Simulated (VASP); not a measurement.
# MgSi (P4/mmm) in VASP: single point with PBEsol+D3(BJ)

Aim: the single point of MgSi with PBEsol+D3(BJ).

Program: VASP 6.6.1. These are calculated values, not measurements. Logs are shortened: lines on timing, memory, paths and dates and some standing lists are left out, and cuts for length are marked.

### 1 The cell of the first run

It takes space group P4/mmm (No. 123, tetragonal). The conventional cell has a = 2.908 Å, b = 2.908 Å, c = 4.103 Å, α = 90.00°, β = 90.00°, γ = 90.00°. Mg (site symmetry 4/mmm) has 8 Si at 2.90 Å and 4 Mg at 2.91 Å within 3.8 Å. Si (site symmetry 4/mmm) has 8 Mg at 2.90 Å and 4 Si at 2.91 Å within 3.8 Å.

### 2 Single point, PBEsol+D3(BJ)

The input, INCAR:

```
SYSTEM = MgSi
PREC = Accurate ; ENCUT = 520
EDIFF = 1E-6 ; ISMEAR = 0
SIGMA = 0.1 ; LREAL = .False.
LASPH = .True. ; NELM = 80
ALGO = Normal ; ISIF = 2
LWAVE = .False. ; LCHARG = .False.
GGA = PS ; IVDW = 12
NBANDS = 10
```

The input, KPOINTS:

```
regular mesh
0
Gamma
  8 8 4
  0 0 0
```

The input, POSCAR:

```
MgSi
1.0
    2.9083940000      0.0000000000      0.0000000000
    0.0000000000      2.9083940000      0.0000000000
    0.0000000000      0.0000000000      4.1034270000
Mg Si
1 1
Direct
    0.0000000000      0.0000000000      0.0000000000
    0.5000000000      0.5000000000      0.5000000000
```

Potentials or basis: VASP PAW PBE potentials, release 64 (Mg, Si).

The run is started by

```bash
$ cat potpaw_PBE.64/Mg/POTCAR potpaw_PBE.64/Si/POTCAR > POTCAR
$ mpirun -np 1 vasp_std > vasp.out
```

OUTCAR:

```text
SYSTEM = MgSi
   PREC = Accurate
   ENCUT = 520
   EDIFF = 1E-6
   ISMEAR = 0
   LREAL = .False.
   LASPH = .True.
   NELM = 80
   ISIF = 2
   GGA = PS
   IVDW = 12
 IVDW          = 12

 ion  position               nearest neighbor table
   1  0.000  0.000  0.000-   2 2.90   2 2.90   2 2.90   2 2.90   2 2.90   2 2.90   2 2.90   2 2.90

   2  0.500  0.500  0.500-   1 2.90   1 2.90   1 2.90   1 2.90   1 2.90   1 2.90   1 2.90   1 2.90

  LATTYP: Found a simple tetragonal cell.
 ALAT       =     2.9083940000
 C/A-ratio  =     1.4108910278

  Lattice vectors:

 A1 = (   2.9083940000,   0.0000000000,   0.0000000000)
 A2 = (   0.0000000000,   2.9083940000,   0.0000000000)
 A3 = (   0.0000000000,   0.0000000000,   4.1034270000)

Analysis of symmetry for initial positions (statically):
=====================================================================
 Subroutine PRICEL returns:
 Original cell was already a primitive cell.

 Routine SETGRP: Setting up the symmetry group for a
 simple tetragonal supercell.

 Subroutine GETGRP returns: Found 16 space group operations
 (whereof 16 operations were pure point group operations)
 out of a pool of 16 trial point group operations.

The static configuration has the point symmetry D_4h.

Analysis of symmetry for dynamics (positions and initial velocities):
=====================================================================
 Subroutine PRICEL returns:
 Original cell was already a primitive cell.

 Routine SETGRP: Setting up the symmetry group for a
 simple tetragonal supercell.

 Subroutine GETGRP returns: Found 16 space group operations
 (whereof 16 operations were pure point group operations)
 out of a pool of 16 trial point group operations.

The dynamic configuration has the point symmetry D_4h.

 Subroutine INISYM returns: Found 16 space group operations
 (whereof 16 operations are pure point group operations),
 and found     1 'primitive' translations

----------------------------------------------------------------------------------------

                                     Primitive cell

  volume of cell :      34.7099

  direct lattice vectors                    reciprocal lattice vectors
     2.908394000  0.000000000  0.000000000     0.343832369  0.000000000  0.000000000
     0.000000000  2.908394000  0.000000000     0.000000000  0.343832369  0.000000000
     0.000000000  0.000000000  4.103427000     0.000000000  0.000000000  0.243698743

  length of vectors
     2.908394000  2.908394000  4.103427000     0.343832369  0.343832369  0.243698743

  position of ions in fractional coordinates (direct lattice)
     0.000000000  0.000000000  0.000000000
     0.500000000  0.500000000  0.500000000

  ion indices of the primitive-cell ions
   primitive index   ion index
                 1           1
                 2           2

----------------------------------------------------------------------------------------

 KPOINTS: regular mesh

Automatic generation of k-mesh.
 Grid dimensions read from file:
 generate k-points for:    8    8    4

 Generating k-lattice:

  Cartesian coordinates                     Fractional coordinates (reciprocal lattice)
     0.042979046  0.000000000  0.000000000     0.125000000  0.000000000  0.000000000
     0.000000000  0.042979046  0.000000000     0.000000000  0.125000000  0.000000000
     0.000000000  0.000000000  0.060924686     0.000000000  0.000000000  0.250000000

  Length of vectors
     0.042979046  0.042979046  0.060924686

  Shift w.r.t. Gamma in fractional coordinates (k-lattice)
     0.000000000  0.000000000  0.000000000

 Subroutine IBZKPT returns following result:
 ===========================================

 Found     45 irreducible k-points:

 Following reciprocal coordinates:
            Coordinates               Weight
  0.000000  0.000000  0.000000      1.000000
  0.125000  0.000000  0.000000      4.000000
  0.250000  0.000000  0.000000      4.000000
  0.375000  0.000000  0.000000      4.000000
  0.500000  0.000000  0.000000      2.000000
  0.125000  0.125000  0.000000      4.000000
[... 16 lines left out ...]
  0.375000  0.125000  0.250000     16.000000
  0.500000  0.125000  0.250000      8.000000
 [... further k-points ...]
   k-points           NKPTS =     45   k-points in BZ     NKDIM =     45   number of bands    NBANDS=     10
   number of dos      NEDOS =    301   number of ions     NIONS =      2
   total plane-waves  NPLWV =  18432
   dimension x,y,z NGX =    24 NGY =   24 NGZ =   32
   dimension x,y,z NGXF=    48 NGYF=   48 NGZF=   64
   ions per type =               1   1
   NGX,Y,Z   is equivalent  to a cutoff of  13.72, 13.72, 12.96 a.u.
   NGXF,Y,Z  is equivalent  to a cutoff of  27.44, 27.44, 25.93 a.u.
 SYSTEM =  MgSi
   PREC   = accura    normal or accurate (medium, high low for compatibility)
   ISTART =      0    job   : 0-new  1-cont  2-samecut
   ICHARG =      2    charge: 1-file 2-atom 10-const
   ISPIN  =      1    spin polarized calculation?
   LNONCOLLINEAR =      F non collinear calculations
   LSORBIT =      F    spin-orbit coupling
   LASPH  =      T    aspherical Exc in radial PAW
   ENCUT  =  520.0 eV  38.22 Ry    6.18 a.u.   5.41  5.41  7.63*2*pi/ulx,y,z
   NELM   =     80;   NELMIN=  2; NELMDL= -5     # of ELM steps
   EDIFF  = 0.1E-05   stopping-criterion for ELM
   LREAL  =      F    real-space projection
   EDIFFG = 0.1E-04   stopping-criterion for IOM
   NSW    =      0    number of steps for IOM
   IBRION =     -1    ionic relax: 0-MD 1-quasi-New 2-CG
   NFREE  =      0    steps in history (QN), initial steepest desc. (CG)
   ISIF   =      2    stress and relaxation
   ISYM   =      2    0-nonsym 1-usesym 2-fastsym
   POTIM  = 0.5000    time-step for ionic-motion
   TEBEG  =    0.0;   TEEND  =   0.0 temperature during run
   PSTRESS=    0.0 pullay stress
   NELECT =       6.0000    total number of electrons
   NUPDOWN=      -1.0000    fix difference up-down
   EMIN   =  10.00;   EMAX   =-10.00  energy-range for DOS
   EFERMI =   0.00;   METHOD = LEGACY
   ISMEAR =     0;   SIGMA  =   0.10  broadening in eV -4-tet -1-fermi 0-gaus
   EFERMI_NEDOS =   21; number of points for ismear=-14 and -15
   IALGO  =     38    algorithm
   IMIX   =      4    mixing-type and parameters
     AMIX     =   0.40;   BMIX     =  1.00
     AMIX_MAG =   1.60;   BMIX_MAG =  1.00
  volume/ion in A,a.u.               =      17.35       117.12
  Fermi-wavevector in a.u.,A,eV,Ry     =   0.911957  1.723348 11.315488  0.831665
  Thomas-Fermi vector in A             =   2.036296
   LORBIT       =      0    0 simple, 1 ext, 2 COOP (PROOUT), +10 PAW based schemes
   GGA     = PS    functional components
   LHFCALC =     F    Hartree Fock is set to
   AEXX    =    0.0000 exact exchange contribution
   IVDW    =    12    specifies the selected vdW correction
   LEPSILON=     F    determine dielectric tensor
   LRPA    =     F    only Hartree local field effects (RPA)
 non-spin polarized calculation
 Gauss-broadening in eV      SIGMA  =   0.10
  energy-cutoff  :      520.00
  volume of cell :       34.71
 maximum number of plane-waves:       952
 NGX is ok and might be reduce to    24
   NGX = 11   NGY = 11   NGZ = 15

 number of electron       6.0000000 magnetization

 Free energy of the ion-electron system (eV)
  ---------------------------------------------------
  ext. energy  EPLUGINS =         0.00000000
  ---------------------------------------------------
  free energy    TOTEN  =        -7.35627566 eV

  energy without entropy =       -7.35295382  energy(sigma->0) =       -7.35461474

 E-fermi :   6.0524     XC(G=0):  -9.9649

 val. band max:        6.0150574730   @ k =   0.3750   0.0000   0.5000
 cond. band min:       6.0896558600   @ k =   0.5000   0.0000   0.2500
 fundamental gap:      0.0745983870
 Fermi energy:         6.0524362943

 k-point     1 :       0.0000    0.0000    0.0000
  band No.  band energies     occupation
      1      -5.1374      2.00000
      2       3.2702      2.00000
      3       5.0891      2.00000
      4      10.4780      0.00000
      5      10.4780      0.00000
      6      11.5312      0.00000
      7      14.4344      0.00000
      8      18.5696      0.00000
      9      18.5696      0.00000
     10      18.9779      0.00000

 k-point     2 :       0.1250    0.0000    0.0000
  band No.  band energies     occupation
      1      -4.8743      2.00000
      2       3.5023      2.00000
      3       5.3547      2.00000
      4       7.6731      0.00000
      5      10.6845      0.00000
      6      12.9328      0.00000
      7      15.8531      0.00000
      8      16.0926      0.00000
      9      17.4598      0.00000
     10      18.8208      0.00000

 k-point     3 :       0.2500    0.0000    0.0000
  band No.  band energies     occupation
      1      -4.0956      2.00000
      2       4.1835      2.00000
      3       4.5038      2.00000
      4       6.1614      0.12321
      5      11.2793      0.00000
      6      12.7664      0.00000
      7      13.7851      0.00000
      8      14.3641      0.00000
      9      19.5592      0.00000
     10      19.7416      0.00000

 k-point     4 :       0.3750    0.0000    0.0000
  band No.  band energies     occupation
      1      -2.8598      2.00000
      2       1.8062      2.00000
      3       5.2217      2.00000
      4       7.4147      0.00000
      5      10.2405      0.00000
      6      11.7483      0.00000
      7      12.1291      0.00000
      8      15.1970      0.00000
      9      17.6559      0.00000
     10      19.4962      0.00000
[... 222 lines left out ...]
 k-point    22 :       0.2500    0.1250    0.2500
  band No.  band energies     occupation
      1      -3.4380      2.00000
      2       1.8473      2.00000
      3       5.0822      2.00000
      4       9.0259      0.00000
      5       9.9446      0.00000
      6      10.5423      0.00000
      7      14.2989      0.00000
      8      16.9401      0.00000
      9      17.7277      0.00000
     10      18.2035      0.00000

 k-point    23 :       0.3750    0.1250    0.2500
  band No.  band energies     occupation
      1      -2.2179      2.00000
      2       2.4215      2.00000
      3       3.0210      2.00000
      4       7.7683      0.00000
      5      10.0277      0.00000
      6      11.2144      0.00000
      7      14.9063      0.00000
      8      15.0272      0.00000
      9      16.2763      0.00000
     10      18.4607      0.00000

 k-point    24 :       0.5000    0.1250    0.2500
  band No.  band energies     occupation
      1      -1.1586      2.00000
      2       0.8744      2.00000
      3       3.9784      2.00000
      4       6.3343      0.00007
      5      10.7449      0.00000
      6      12.0713      0.00000
      7      13.8771      0.00000
      8      14.2750      0.00000
      9      16.2868      0.00000
     10      19.1445      0.00000

 [... further k-points ...]

------------------------ aborting loop because EDIFF is reached ----------------------------------------

 Edisp (eV)   -0.65481

 E8    (eV) :    -0.4251

  FORCE on cell =-STRESS in cart. coord.  units (eV):
  Direction    XX          YY          ZZ          XY          YZ          ZX
  --------------------------------------------------------------------------------------
  -------------------------------------------------------------------------------------
  Total      -0.76872    -0.76872    -1.62810     0.00000     0.00000    -0.00000
  in kB     -35.48326   -35.48326   -75.15148     0.00000     0.00000    -0.00000
  external pressure =      -48.71 kB  Pullay stress =        0.00 kB

 VOLUME and BASIS-vectors are now :
 -----------------------------------------------------------------------------
  energy-cutoff  :      520.00
  volume of cell :       34.71
      direct lattice vectors                 reciprocal lattice vectors
     2.908394000  0.000000000  0.000000000     0.343832369  0.000000000  0.000000000
     0.000000000  2.908394000  0.000000000     0.000000000  0.343832369  0.000000000
     0.000000000  0.000000000  4.103427000     0.000000000  0.000000000  0.243698743

 POSITION                                       TOTAL-FORCE (eV/Angst)
 -----------------------------------------------------------------------------------
      0.00000      0.00000      0.00000         0.000000      0.000000      0.000000
      1.45420      1.45420      2.05171         0.000000      0.000000      0.000000
 -----------------------------------------------------------------------------------
    total drift:                               -0.000000     -0.000000     -0.000000

  FREE ENERGIE OF THE ION-ELECTRON SYSTEM (eV)
  ---------------------------------------------------
  free  energy   TOTEN  =        -8.0110855693 eV

  energy  without entropy=       -8.0077637298  energy(sigma->0) =       -8.00942465
```

It took 10 s on 1 thread of AMD EPYC 7R13 (Zen 3), shared host; peak memory 0.13 GiB.

What came out:

* Free energy: -8.0111 eV
* Pressure: -4.9 GPa
* Band gap on the k mesh: zero (band 3 reaches 10.97 eV, above the bottom of band 4 at 4.49 eV)
* Dispersion energy per atom: -0.327 eV

Levels at points of the mesh, in eV from the Fermi level:
```tsv
k point	band 1	band 2	band 3	band 4	band 5	band 6	band 7	band 8
(0.00, 0.00, 0.00)	-11.19	-2.78	-0.96	4.43	4.43	5.48	8.38	12.52
(0.50, 0.00, 0.00)	-7.83	-5.82	-0.07	2.52	2.93	4.13	6.61	10.19
(0.50, 0.50, 0.00)	-4.32	-3.01	-3.01	0.44	2.80	5.59	5.59	6.28
(0.00, 0.00, 0.50)	-10.16	-7.09	4.92	4.92	6.86	7.62	8.51	8.71
(0.50, 0.00, 0.50)	-6.94	-4.83	-3.78	-1.56	7.20	9.88	10.48	11.13
(0.50, 0.50, 0.50)	-3.30	-2.23	-2.23	-0.59	1.22	1.22	1.36	5.18
```

Caveat: the k points lie up to 0.38 Å⁻¹ apart; three body term missing; the PAW data sets were made with another functional, which shifts forces and pressure a little; pairwise dispersion overbinds metals, which lowers pressure and volume.
